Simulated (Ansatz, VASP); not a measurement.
Two plane-wave programs on B

```
B
1.0
     2.42039    1.39741    4.13098
    -2.42039    1.39741    4.13098
     0.00000   -2.79482    4.13098
B
12
Direct
  0.01047 0.65431 0.01047
  0.01047 0.01047 0.65431
  0.65431 0.01047 0.01047
  0.34569 0.98953 0.98953
  0.98953 0.34569 0.98953
  0.98953 0.98953 0.34569
  0.22147 0.63000 0.22147
  0.22147 0.22147 0.63000
  0.63000 0.22147 0.22147
  0.37000 0.77853 0.77853
  0.77853 0.37000 0.77853
  0.77853 0.77853 0.37000
```

Alike in both runs: functional LDA; k mesh 9 × 9 × 9; occupations gaussian, width 0.02 eV; no spin polarisation.

Ansatz relaxed the structure, and its values are those at the end. VASP's run is a single point on that final structure, the one shown.

|  | VASP | Ansatz |
| --- | --- | --- |
| version | VASP 6.6.1 | Ansatz 0.2.0 |
| potentials or method | VASP PAW LDA potentials, release 64 (B), cutoff 520 eV | scalar-relativistic, plane waves, PAW |
| valence electrons in the cell | 36 | 36 |

|  | VASP | Ansatz | Ansatz less VASP |
| --- | --- | --- | --- |
| gap on the k mesh at the Fermi level (eV) | 1.39 | 1.39 | +0.002 |
| least direct gap on the mesh (eV) | 1.72 | 1.72 | +0.002 |
| pressure (GPa) | 0.4 | 0.0 | -0.38 |
| rms of the force components (eV/Å) | 0.010 | 0.000 | -0.0102 |

Ansatz warns that its potentials were made for another functional, while VASP's fit it. LDA's correlation is that of Perdew and Zunger in VASP and of Perdew and Wang (1992) in Ansatz.
